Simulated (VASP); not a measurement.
## MgI2: relaxation of cell and atoms with PBEsol

MgI2:

```xyz
3
Lattice="4.1400 0.0000 0.0000 -2.0700 3.5853 0.0000 0.0000 0.0000 6.8800" Properties=species:S:1:pos:R:3 pbc="T T T"
I     2.0700    1.1951    5.1600
I     0.0000    2.3902    1.7200
Mg    0.0000    0.0000    0.0000
```

- Program: VASP 6.6.1
- Task: relaxation of cell and atoms
- Functional: PBEsol
- Potentials or basis: VASP PAW PBE potentials, release 64 (I, Mg)
- Cutoff: 600 eV
- k mesh: 8 × 8 × 4
- Occupations: fermi-dirac, width 0.05 eV
- Spin: no spin polarisation
- Dipole correction: no
- Further INCAR settings: ALGO = Normal; EDIFF = 1e-07; IBRION = 2; EDIFFG = -0.01; NSW = 60; ISIF = 3

The relaxed volume is 34.53 Å³/atom, the relaxed cell is a = 4.127 Å, b = 4.127 Å, c = 7.024 Å, α = 90.00°, β = 90.00°, γ = 120.00° and the space group after relaxing (to 0.05 Å) is P-3m1 (No. 164). The energy gained by relaxing is 6.5 meV/atom and the ionic steps are 13. The pressure after relaxing is 0.0 GPa. The largest force after relaxing is 0.007 eV/Å and the band gap on the k mesh is 3.53 eV, indirect (least direct gap 3.69 eV).

Forces on the atoms (eV/Å):
```
I    0.000  0.000  0.007
I    0.000  0.000 -0.007
Mg   0.000  0.000  0.000
```

The path:
```tsv
step	energy change (eV)	largest force (eV/Å)	pressure (GPa)	volume (Å³)
1	0.0000	0.2998	-0.84	102.12
2	-0.0122	0.0985	0.15	99.49
3	-0.0123	0.0922	0.17	99.41
4	-0.0136	0.0772	0.14	99.79
5	-0.0154	0.0408	0.04	100.71
6	-0.0156	0.0261	0.01	101.09
7	-0.0168	0.0212	0.00	101.45
8	-0.0190	0.0095	0.02	102.50
9	-0.0186	0.0077	0.10	104.56
10	-0.0194	0.0024	0.06	103.49
11	-0.0195	0.0015	0.05	103.36
12	-0.0193	0.0247	-0.13	104.12
13	-0.0195	0.0068	0.00	103.60
```

Final structure:
```
CELL_PARAMETERS angstrom
4.12689 0.00000 0.00000
-2.06344 3.57399 0.00000
0.00000 0.00000 7.02410
ATOMIC_POSITIONS crystal
I 0.66667 0.33333 0.76219
I 0.33333 0.66667 0.23781
Mg 0.00000 0.00000 0.00000
```

Levels at points of the mesh, in eV from the valence-band top:
| k point | band 4 | band 5 | band 6 | band 7 | band 8 | band 9 | band 10 | band 11 | band 12 |
| --- | --- | --- | --- | --- | --- | --- | --- | --- | --- |
| (0.00, 0.00, 0.00) | -0.36 | -0.36 | -0.07 | 0.00 | 0.00 | 3.69 | 4.75 | 6.73 | 6.73 |
| (0.50, 0.00, 0.00) | -2.89 | -1.81 | -1.31 | -0.87 | -0.43 | 3.63 | 5.27 | 5.45 | 7.03 |
| (0.00, 0.00, 0.50) | -1.39 | -0.29 | -0.29 | -0.08 | -0.08 | 4.65 | 4.82 | 6.59 | 6.59 |
| (0.50, 0.00, 0.50) | -3.20 | -1.18 | -1.18 | -0.79 | -0.62 | 3.54 | 5.15 | 5.55 | 6.02 |

Wall time 4.2 min on 1 thread of AMD EPYC 9R45 96-Core Processor (Zen 5), with other jobs on the host, peak memory 0.27 GiB.

Caveat: the PAW data sets were made with another functional, which shifts forces and pressure a little; spin-orbit coupling is left out, which moves the levels of the heavy elements; this functional lacks dispersion, which binds the layers, so the pressure and a relaxed spacing across them are unreliable. As with any semilocal functional, this PBEsol gap is likely too small.
